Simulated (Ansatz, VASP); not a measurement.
## LiF: VASP beside Ansatz

Contents of INCAR:

```
  ALGO = Normal
  EDIFF = 1E-6
  ENCUT = 520
  GGA = PE
  ISIF = 2
  ISMEAR = 0
  LASPH = T
  LCHARG = F
  LREAL = F
  LWAVE = F
  NBANDS = 18
  NELM = 100
  PREC = Accurate
  SIGMA = 0.05
```

KPOINTS

```
k-points
0
Gamma
  9 9 6
```

POSCAR

```
LiF
1.0
    3.0619407579      0.0000000000      0.0000000000
   -1.5309703789      2.6517184812      0.0000000000
    0.0000000000      0.0000000000      5.1088481545
Li F
2 2
Direct
    0.3333333333      0.6666666667      0.4320721835
    0.6666666667      0.3333333333      0.9320721835
    0.3333333333      0.6666666667      0.9939266766
    0.6666666667      0.3333333333      0.4939266766
```

Input for Ansatz:

```yaml
crystal:
  lattice:
    - [3.0619407579, 0.0, 0.0]
    - [-1.5309703789, 2.6517184812, 0.0]
    - [0.0, 0.0, 5.1088481545]
  atoms:
    - { symbol: Li, position: [0.3333333333, 0.6666666667, 0.4320721835] }
    - { symbol: Li, position: [0.6666666667, 0.3333333333, 0.9320721835] }
    - { symbol: F, position: [0.3333333333, 0.6666666667, 0.9939266766] }
    - { symbol: F, position: [0.6666666667, 0.3333333333, 0.4939266766] }
basis:
  ecutwfc: 520.0
kpoints:
  mp_grid: { grid: [9, 9, 6] }
hamiltonian:
  xc: pbe
scf:
  occupations: { method: gaussian, width: 0.05 }
output:
  forces: true
  stress: true
  eigenvalues: true
```

Alike in both runs: task single point; functional PBE; k mesh 9 × 9 × 6; occupations gaussian, width 0.05 eV; no spin polarisation.

|  | VASP | Ansatz |
| --- | --- | --- |
| version | VASP 6.6.1 | Ansatz 0.2.0 |
| potentials or method | VASP PAW PBE potentials, release 64 (Li_sv, F), cutoff 520 eV | scalar-relativistic, plane waves, PAW |
| valence electrons in the cell | 20 | 20 |

Ansatz gave:

```
gap on the k mesh at the Fermi level (eV) : 7.45
least direct gap on the mesh (eV)         : 7.45
rms of the force components (eV/Å)        : 0.179
```

Task: Estimate VASP's values.

Result: gap on the k mesh at the Fermi level (eV): 7.44; least direct gap on the mesh (eV): 7.44; rms of the force components (eV/Å): 0.187.

Atom by atom the forces differ by 0.009 eV/Å (rms over components). The functional is the same, so the differences come from potentials, cutoffs and numerics.

Noted on VASP's run: the cutoff is short for stress, so the pressure is rough.
